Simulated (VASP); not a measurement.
# Zn (Fm-3m) in VASP: a series of runs

Runs on Zn. Level: PBE. Tasks: single point.

All numbers are computed with VASP 6.6.1; they aren't measurements. Logs are shortened: lines on timing, memory, paths and dates and some standing lists are left out, and cuts for length are marked.

### 1 The cell of the first run

The structure is cubic, space group Fm-3m (No. 225). The conventional cell has a = 4.243 Å, b = 4.243 Å, c = 4.243 Å, α = 90.00°, β = 90.00°, γ = 90.00°. Within 4.0 Å of Zn (site symmetry m-3m) lie 12 Zn at 3.00 Å.

This isn't the form of Zn at room conditions, which is hcp.

### 2 Single point, PBE (Mg replaced by Zn, lengths x 0.919, strained)

Input file INCAR:

```
PREC = Accurate
ENCUT = 500
EDIFF = 1E-6
ISMEAR = 0
SIGMA = 0.1
LREAL = F
LASPH = T
NELM = 120
ALGO = Normal
ISIF = 2
LWAVE = F
LCHARG = T
GGA = PE
LELF = T
LVHAR = T
NBANDS = 12
GGA_COMPAT = F
```

Input file KPOINTS:

```
regular mesh
0
Gamma
  8 8 8
```

Input file POSCAR:

```
Zn
1.0
    0.0000000000      2.1214304476      2.1214304476
    2.1214304476      0.0000000000      2.1214304476
    2.1214304476      2.1214304476      0.0000000000
Zn
1
Direct
    0.0000000000      0.0000000000      0.0000000000
```

Potentials or basis: VASP PAW PBE potentials, release 64 (Zn).

On the command line:

```console
$ cat potpaw_PBE.64/Zn/POTCAR > POTCAR
$ mpirun -np 1 vasp_std > vasp.out
```

OUTCAR:

```text
PREC = Accurate
   ENCUT = 500
   EDIFF = 1E-6
   ISMEAR = 0
   LREAL = F
   LASPH = T
   NELM = 120
   ISIF = 2
   GGA = PE

 ion  position               nearest neighbor table
   1  0.000  0.000  0.000-

  LATTYP: Found a face centered cubic cell.
 ALAT       =     4.2428608952

  Lattice vectors:

 A1 = (   0.0000000000,   2.1214304476,   2.1214304476)
 A2 = (   2.1214304476,   0.0000000000,   2.1214304476)
 A3 = (   2.1214304476,   2.1214304476,   0.0000000000)

Analysis of symmetry for initial positions (statically):
=====================================================================
 Subroutine PRICEL returns:
 Original cell was already a primitive cell.

 Routine SETGRP: Setting up the symmetry group for a
 face centered cubic supercell.

 Subroutine GETGRP returns: Found 48 space group operations
 (whereof 48 operations were pure point group operations)
 out of a pool of 48 trial point group operations.

The static configuration has the point symmetry O_h .

Analysis of symmetry for dynamics (positions and initial velocities):
=====================================================================
 Subroutine PRICEL returns:
 Original cell was already a primitive cell.

 Routine SETGRP: Setting up the symmetry group for a
 face centered cubic supercell.

 Subroutine GETGRP returns: Found 48 space group operations
 (whereof 48 operations were pure point group operations)
 out of a pool of 48 trial point group operations.

The dynamic configuration has the point symmetry O_h .

 Subroutine INISYM returns: Found 48 space group operations
 (whereof 48 operations are pure point group operations),
 and found     1 'primitive' translations

----------------------------------------------------------------------------------------

                                     Primitive cell

  volume of cell :      19.0949

  direct lattice vectors                    reciprocal lattice vectors
     0.000000000  2.121430448  2.121430448    -0.235690027  0.235690027  0.235690027
     2.121430448  0.000000000  2.121430448     0.235690027 -0.235690027  0.235690027
     2.121430448  2.121430448  0.000000000     0.235690027  0.235690027 -0.235690027

  length of vectors
     3.000155711  3.000155711  3.000155711     0.408227102  0.408227102  0.408227102

  position of ions in fractional coordinates (direct lattice)
     0.000000000  0.000000000  0.000000000

  ion indices of the primitive-cell ions
   primitive index   ion index
                 1           1

----------------------------------------------------------------------------------------

 KPOINTS: regular mesh

Automatic generation of k-mesh.
 Grid dimensions read from file:
 generate k-points for:    8    8    8

 Generating k-lattice:

  Cartesian coordinates                     Fractional coordinates (reciprocal lattice)
    -0.029461253  0.029461253  0.029461253     0.125000000  0.000000000  0.000000000
     0.029461253 -0.029461253  0.029461253     0.000000000  0.125000000  0.000000000
     0.029461253  0.029461253 -0.029461253     0.000000000  0.000000000  0.125000000

  Length of vectors
     0.051028388  0.051028388  0.051028388

  Shift w.r.t. Gamma in fractional coordinates (k-lattice)
     0.000000000  0.000000000  0.000000000

 Subroutine IBZKPT returns following result:
 ===========================================

 Found     29 irreducible k-points:

 Following reciprocal coordinates:
            Coordinates               Weight
  0.000000  0.000000  0.000000      1.000000
  0.125000  0.000000  0.000000      8.000000
  0.250000  0.000000  0.000000      8.000000
  0.375000  0.000000  0.000000      8.000000
  0.500000  0.000000  0.000000      4.000000
  0.125000  0.125000  0.000000      6.000000
[... 16 lines left out ...]
  0.500000  0.250000  0.125000     48.000000
 -0.375000  0.250000  0.125000     24.000000
 [... further k-points ...]
   k-points           NKPTS =     29   k-points in BZ     NKDIM =     29   number of bands    NBANDS=     12
   number of dos      NEDOS =    301   number of ions     NIONS =      1
   total plane-waves  NPLWV =  13824
   dimension x,y,z NGX =    24 NGY =   24 NGZ =   24
   dimension x,y,z NGXF=    48 NGYF=   48 NGZF=   48
   ions per type =               1
   NGX,Y,Z   is equivalent  to a cutoff of  13.30, 13.30, 13.30 a.u.
   NGXF,Y,Z  is equivalent  to a cutoff of  26.60, 26.60, 26.60 a.u.
 SYSTEM =  unknown system
   PREC   = accura    normal or accurate (medium, high low for compatibility)
   ISTART =      0    job   : 0-new  1-cont  2-samecut
   ICHARG =      2    charge: 1-file 2-atom 10-const
   ISPIN  =      1    spin polarized calculation?
   LNONCOLLINEAR =      F non collinear calculations
   LSORBIT =      F    spin-orbit coupling
   LASPH  =      T    aspherical Exc in radial PAW
   ENCUT  =  500.0 eV  36.75 Ry    6.06 a.u.   5.47  5.47  5.47*2*pi/ulx,y,z
   NELM   =    120;   NELMIN=  2; NELMDL= -5     # of ELM steps
   EDIFF  = 0.1E-05   stopping-criterion for ELM
   LREAL  =      F    real-space projection
   EDIFFG = 0.1E-04   stopping-criterion for IOM
   NSW    =      0    number of steps for IOM
   IBRION =     -1    ionic relax: 0-MD 1-quasi-New 2-CG
   NFREE  =      0    steps in history (QN), initial steepest desc. (CG)
   ISIF   =      2    stress and relaxation
   ISYM   =      2    0-nonsym 1-usesym 2-fastsym
   POTIM  = 0.5000    time-step for ionic-motion
   TEBEG  =    0.0;   TEEND  =   0.0 temperature during run
   PSTRESS=    0.0 pullay stress
   NELECT =      12.0000    total number of electrons
   NUPDOWN=      -1.0000    fix difference up-down
   EMIN   =  10.00;   EMAX   =-10.00  energy-range for DOS
   EFERMI =   0.00;   METHOD = LEGACY
   ISMEAR =     0;   SIGMA  =   0.10  broadening in eV -4-tet -1-fermi 0-gaus
   EFERMI_NEDOS =   21; number of points for ismear=-14 and -15
   IALGO  =     38    algorithm
   IMIX   =      4    mixing-type and parameters
     AMIX     =   0.40;   BMIX     =  1.00
     AMIX_MAG =   1.60;   BMIX_MAG =  1.00
  volume/ion in A,a.u.               =      19.09       128.86
  Fermi-wavevector in a.u.,A,eV,Ry     =   1.402264  2.649895 26.753739  1.966344
  Thomas-Fermi vector in A             =   2.525043
   LORBIT       =      0    0 simple, 1 ext, 2 COOP (PROOUT), +10 PAW based schemes
   GGA     = PE    functional components
   LHFCALC =     F    Hartree Fock is set to
   AEXX    =    0.0000 exact exchange contribution
   IVDW    =     0    specifies the selected vdW correction
   LEPSILON=     F    determine dielectric tensor
   LRPA    =     F    only Hartree local field effects (RPA)
 non-spin polarized calculation
 Gauss-broadening in eV      SIGMA  =   0.10
  energy-cutoff  :      500.00
  volume of cell :       19.09
 maximum number of plane-waves:       531
 NGX is ok and might be reduce to    24
   NGX = 11   NGY = 11   NGZ = 11

 number of electron      11.9999989 magnetization

 Free energy of the ion-electron system (eV)
  ---------------------------------------------------
  ext. energy  EPLUGINS =         0.00000000
  ---------------------------------------------------
  free energy    TOTEN  =        -0.95331626 eV

  energy without entropy =       -0.94771360  energy(sigma->0) =       -0.95051493

 E-fermi :   1.2558     XC(G=0): -10.4221

 val. band max:        1.1789342580   @ k =  -0.3750   0.3750   0.1250
 cond. band min:       1.2784610173   @ k =   0.5000   0.1250   0.0000
 fundamental gap:      0.0995267594
 Fermi energy:         1.2558493568

 k-point     1 :       0.0000    0.0000    0.0000
  band No.  band energies     occupation
      1      -7.0525      2.00000
      2      -5.5023      2.00000
      3      -5.5023      2.00000
      4      -5.5023      2.00000
      5      -5.2603      2.00000
      6      -5.2603      2.00000
      7      16.8914      0.00000
      8      16.8914      0.00000
      9      16.8914      0.00000
     10      18.8384      0.00000
     11      20.0149      0.00000
     12      20.0149      0.00000

 k-point     2 :       0.1250    0.0000    0.0000
  band No.  band energies     occupation
      1      -6.6598      2.00000
      2      -5.5130      2.00000
      3      -5.4717      2.00000
      4      -5.4717      2.00000
      5      -5.2653      2.00000
      6      -5.2653      2.00000
      7      12.8621      0.00000
      8      16.0995      0.00000
      9      16.0995      0.00000
     10      18.1090      0.00000
     11      21.3863      0.00000
     12      21.3863      0.00000

 k-point     3 :       0.2500    0.0000    0.0000
  band No.  band energies     occupation
      1      -5.9212      2.00000
      2      -5.4500      2.00000
      3      -5.4500      2.00000
      4      -5.2231      2.00000
      5      -5.2231      2.00000
      6      -5.0839      2.00000
      7       7.8565      0.00000
      8      15.1157      0.00000
      9      15.1157      0.00000
     10      17.7677      0.00000
     11      20.6468      0.00000
     12      20.6468      0.00000
[... 286 lines left out ...]
 k-point    23 :       0.5000    0.2500    0.1250
  band No.  band energies     occupation
      1      -5.6925      2.00000
      2      -5.5509      2.00000
      3      -5.4329      2.00000
      4      -5.2888      2.00000
      5      -5.1284      2.00000
      6      -2.0040      2.00000
      7       4.4863      0.00000
      8       8.5959      0.00000
      9      10.9361      0.00000
     10      17.0812      0.00000
     11      19.8387      0.00000
     12      22.0192      0.00000

 k-point    24 :      -0.3750    0.2500    0.1250
  band No.  band energies     occupation
      1      -5.7103      2.00000
      2      -5.5886      2.00000
      3      -5.3441      2.00000
      4      -5.3366      2.00000
      5      -5.0878      2.00000
      6       0.7456      2.00000
      7       0.9676      1.99995
      8       8.8786      0.00000
      9       9.8550      0.00000
     10      17.0094      0.00000
     11      19.5206      0.00000
     12      25.7997      0.00000

 [... further k-points ...]

------------------------ aborting loop because EDIFF is reached ----------------------------------------

  FORCE on cell =-STRESS in cart. coord.  units (eV):
  Direction    XX          YY          ZZ          XY          YZ          ZX
  --------------------------------------------------------------------------------------
  -------------------------------------------------------------------------------------
  Total       -1.0019252     -1.0019252     -1.0019252     -0.0000000      0.0000000      0.0000000
  in kB      -84.0677629    -84.0677629    -84.0677629     -0.0000000      0.0000000      0.0000000
  external PRESSURE =     -84.0677629 kB  Pullay stress =       0.0000000 kB

 VOLUME and BASIS-vectors are now :
 -----------------------------------------------------------------------------
  energy-cutoff  :      500.00
  volume of cell :       19.09
      direct lattice vectors                 reciprocal lattice vectors
     0.000000000  2.121430448  2.121430448    -0.235690027  0.235690027  0.235690027
     2.121430448  0.000000000  2.121430448     0.235690027 -0.235690027  0.235690027
     2.121430448  2.121430448  0.000000000     0.235690027  0.235690027 -0.235690027

 POSITION                                       TOTAL-FORCE (eV/Angst)
 -----------------------------------------------------------------------------------
      0.00000      0.00000      0.00000         0.000000      0.000000      0.000000
 -----------------------------------------------------------------------------------
    total drift:                               -0.000000     -0.000000     -0.000000

  FREE ENERGIE OF THE ION-ELECTRON SYSTEM (eV)
  ---------------------------------------------------
  free  energy   TOTEN  =        -0.9533162649 eV

  energy  without entropy=       -0.9477136019  energy(sigma->0) =       -0.95051493
```

It took 9.9 s on 1 thread of AMD EPYC 7R43 (Zen 3), shared host; peak memory 0.1 GiB.

What came out:

| Property | Result |
| --- | --- |
| Free energy | -0.9533 eV |
| Pressure | -8.4 GPa |
| Band gap on the k mesh | zero (bands 6 and 7 overlap by 3.57 eV) |

Levels at points of the mesh, in eV from the Fermi level:
| k point | band 4 | band 5 | band 6 | band 7 | band 8 | band 9 |
| --- | --- | --- | --- | --- | --- | --- |
| (0.00, 0.00, 0.00) | -6.76 | -6.52 | -6.52 | 15.64 | 15.64 | 15.64 |
| (0.50, 0.00, 0.00) | -6.33 | -6.33 | -1.63 | -1.32 | 13.14 | 13.14 |
| (0.50, 0.50, 0.00) | -6.28 | -6.28 | -0.08 | 1.30 | 7.72 | 7.72 |

Caveat: the cell differs from its parent crystal (Mg replaced by Zn, lengths x 0.919, strained); the cell stands under tension.

### 3 Single point, PBE (Mg replaced by Zn, lengths x 0.919, strained)

Input file INCAR:

```
SYSTEM = Zn
  ALGO = Normal
  EDIFF = 1E-6
  ENCUT = 500
  GGA = PE
  GGA_COMPAT = .FALSE.
  ISIF = 2
  ISMEAR = 0
  LASPH = .TRUE.
  LCHARG = .FALSE.
  LREAL = .FALSE.
  LWAVE = .FALSE.
  NBANDS = 12
  NELM = 120
  PREC = Accurate
  SIGMA = 0.1
```

Input file KPOINTS:

```
k-points
0
G
  18 18 18
  0 0 0
```

POSCAR is that of step 2.

Potentials or basis: VASP PAW PBE potentials, release 64 (Zn).

On the command line:

```console
$ cat potpaw_PBE.64/Zn/POTCAR > POTCAR
$ mpirun -np 1 vasp_std > vasp.out
```

OUTCAR:

```text
SYSTEM = Zn
   EDIFF = 1E-6
   ENCUT = 500
   GGA = PE
   ISIF = 2
   ISMEAR = 0
   LASPH = .TRUE.
   LREAL = .FALSE.
   NELM = 120
   PREC = Accurate

 ion  position               nearest neighbor table
   1  0.000  0.000  0.000-

  LATTYP: Found a face centered cubic cell.
 ALAT       =     4.2428608952

  Lattice vectors:

 A1 = (   0.0000000000,   2.1214304476,   2.1214304476)
 A2 = (   2.1214304476,   0.0000000000,   2.1214304476)
[... 539 lines left out ...]
     11      19.9970      0.00000
     12      20.3388      0.00000

 [... further k-points ...]

------------------------ aborting loop because EDIFF is reached ----------------------------------------

  FORCE on cell =-STRESS in cart. coord.  units (eV):
  Direction    XX          YY          ZZ          XY          YZ          ZX
  --------------------------------------------------------------------------------------
  -------------------------------------------------------------------------------------
  Total       -1.0016019     -1.0016019     -1.0016019      0.0000000      0.0000000      0.0000000
  in kB      -84.0406396    -84.0406396    -84.0406396      0.0000000      0.0000000      0.0000000
  external PRESSURE =     -84.0406396 kB  Pullay stress =       0.0000000 kB

 VOLUME and BASIS-vectors are now :
 -----------------------------------------------------------------------------
  energy-cutoff  :      500.00
  volume of cell :       19.09
      direct lattice vectors                 reciprocal lattice vectors
     0.000000000  2.121430448  2.121430448    -0.235690027  0.235690027  0.235690027
     2.121430448  0.000000000  2.121430448     0.235690027 -0.235690027  0.235690027
     2.121430448  2.121430448  0.000000000     0.235690027  0.235690027 -0.235690027

 POSITION                                       TOTAL-FORCE (eV/Angst)
 -----------------------------------------------------------------------------------
      0.00000      0.00000      0.00000        -0.000000     -0.000000     -0.000000
 -----------------------------------------------------------------------------------
    total drift:                                0.000000     -0.000000      0.000000

  FREE ENERGIE OF THE ION-ELECTRON SYSTEM (eV)
  ---------------------------------------------------
  free  energy   TOTEN  =        -0.9555857358 eV

  energy  without entropy=       -0.9540222617  energy(sigma->0) =       -0.95480400
```

Run time: 48 s. Hardware: 1 thread of AMD EPYC 7R43 (Zen 3), shared host; peak memory 0.13 GiB.

Results:

| Item | Value |
| --- | --- |
| Free energy | -0.9556 eV |
| Pressure | -8.4 GPa |
| Band gap on the k mesh | zero (bands 6 and 7 overlap by 3.33 eV) |

Levels at points of the mesh, in eV from the Fermi level:
```
           k point  band 3  band 4  band 5  band 6  band 7  band 8  band 9  band 10
(0.00, 0.00, 0.00)   -7.05   -7.05   -6.81   -6.81   15.34   15.34   15.34    17.29
(0.50, 0.00, 0.00)   -7.05   -6.62   -6.62   -1.93   -1.61   12.85   12.85    15.99
(0.50, 0.50, 0.00)   -6.63   -6.58   -6.58   -0.38    1.01    7.43    7.43    10.79
```

Caveat: the cell differs from its parent crystal (Mg replaced by Zn, lengths x 0.919, strained); the cell stands under tension.
